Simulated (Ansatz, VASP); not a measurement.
# ZnO: VASP beside Ansatz

```xyz
4
Lattice="3.3130 0.0000 0.0000 -1.6565 2.8692 0.0000 0.0000 0.0000 5.3078" Properties=species:S:1:pos:R:3 pbc="T T T"
Zn    1.6565    0.9564    0.0000
Zn    0.0000    1.9128    2.6539
O     0.0000    1.9128    4.6656
O     1.6565    0.9564    2.0117
```

Change from the starting cell: volume scaled by 1.06.

Alike in both runs: task single point; functional PBEsol; k mesh 9 × 9 × 5; occupations fermi-dirac, width 0.05 eV; no spin polarisation.

```csv
,VASP,Ansatz
version,VASP 6.6.1,Ansatz 0.2.0
potentials or method,"VASP PAW PBE potentials, release 64 (Zn, O), cutoff 520 eV","all-electron LAPW, scalar-relativistic"
```

VASP gave:

| Quantity | Value |
| --- | --- |
| gap on the k mesh at the Fermi level (eV) | 0.60 |
| least direct gap on the mesh (eV) | 0.60 |
| pressure (GPa) | -7.8 |
| traceless stress, the component that is largest in VASP (GPa) | 0.96 |
| rms of the force components (eV/Å) | 0.026 |

**Question.** What did Ansatz give for the same quantities?

**Answer.** gap on the k mesh at the Fermi level (eV): 0.63; least direct gap on the mesh (eV): 0.63; pressure (GPa): -8.6; traceless stress, the component that is largest in VASP (GPa): 0.91; rms of the force components (eV/Å): 0.025.

VASP's potentials were made for PBE, not for PBEsol. Atom by atom the forces differ by 0.002 eV/Å (rms over components). Ansatz ran all-electron here, and VASP with PAW potentials.
